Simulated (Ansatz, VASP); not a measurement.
**InWSe3: VASP beside Ansatz**

INCAR

```
PREC = Accurate
ENCUT = 520
EDIFF = 1E-7
ISMEAR = 0
SIGMA = 0.1
LREAL = False
LASPH = True
NELM = 60
ALGO = Normal
ISIF = 2
LWAVE = False
LCHARG = False
GGA = PE
NBANDS = 56
```

File KPOINTS:

```
Automatic mesh
0
Gamma
  3 3 4
```

The input POSCAR:

```
InWSe3
1.0
    6.8404927700      0.0000000000      0.0000000000
   -3.4202463900      5.9240405200      0.0000000000
    0.0000000000      0.0000000000      5.7288259700
In W Se
2 2 6
Direct
    0.3333333300      0.6666666700      0.7500000000
    0.6666666700      0.3333333300      0.2500000000
    0.0000000000      0.0000000000      0.0000000000
    0.0000000000      0.0000000000      0.5000000000
    0.1545000000      0.8455000000      0.2500000000
    0.3090000000      0.1545000000      0.7500000000
    0.1545000000      0.3090000000      0.2500000000
    0.8455000000      0.1545000000      0.7500000000
    0.6910000000      0.8455000000      0.2500000000
    0.8455000000      0.6910000000      0.7500000000
```

Input for Ansatz:

```yaml
crystal:
  lattice:
    - [6.84049277, 0.0, 0.0]
    - [-3.42024639, 5.92404052, 0.0]
    - [0.0, 0.0, 5.72882597]
  atoms:
    - { symbol: In, position: [0.33333333, 0.66666667, 0.75] }
    - { symbol: In, position: [0.66666667, 0.33333333, 0.25] }
    - { symbol: W, position: [0.0, 0.0, 0.0] }
    - { symbol: W, position: [0.0, 0.0, 0.5] }
    - { symbol: Se, position: [0.1545, 0.8455, 0.25] }
    - { symbol: Se, position: [0.309, 0.1545, 0.75] }
    - { symbol: Se, position: [0.1545, 0.309, 0.25] }
    - { symbol: Se, position: [0.8455, 0.1545, 0.75] }
    - { symbol: Se, position: [0.691, 0.8455, 0.25] }
    - { symbol: Se, position: [0.8455, 0.691, 0.75] }
basis:
  ecutwfc: 420
kpoints:
  mp_grid: { grid: [3, 3, 4] }
hamiltonian:
  xc: pbe
scf:
  occupations: { method: gaussian, width: 0.1 }
  lower_state_search: "off"
output:
  forces: true
  stress: true
  eigenvalues: true
```

Change from the starting cell: species swapped into the CsCoCl3 type (P6_3/mmc, No. 194).

Alike in both runs: task single point; functional PBE; k mesh 3 × 3 × 4; occupations gaussian, width 0.1 eV; no spin polarisation.

|  | VASP | Ansatz |
| --- | --- | --- |
| version | VASP 6.6.1 | Ansatz 0.2.0 |
| potentials or method | VASP PAW PBE potentials, release 64 (In_d, W_sv, Se), cutoff 520 eV | scalar-relativistic, plane waves, PAW |
| valence electrons in the cell | 90 | 150 |

|  | VASP | Ansatz | Ansatz less VASP |
| --- | --- | --- | --- |
| gap on the k mesh at the Fermi level (eV) | none | none | - |
| pressure (GPa) | 25.4 | 25.1 | -0.34 |
| traceless stress, the component that is largest in VASP (GPa) | 3.33 | 3.25 | -0.084 |
| rms of the force components (eV/Å) | 2.718 | 2.682 | -0.0353 |

Atom by atom the forces differ by 0.035 eV/Å (rms over components). A gap of «none» marks a metal or a gap that the smearing closes. VASP's potentials hold 90 valence electrons a cell and Ansatz's 150, so a difference there can come from the potentials and not from the codes.

Spin-orbit coupling is off throughout.
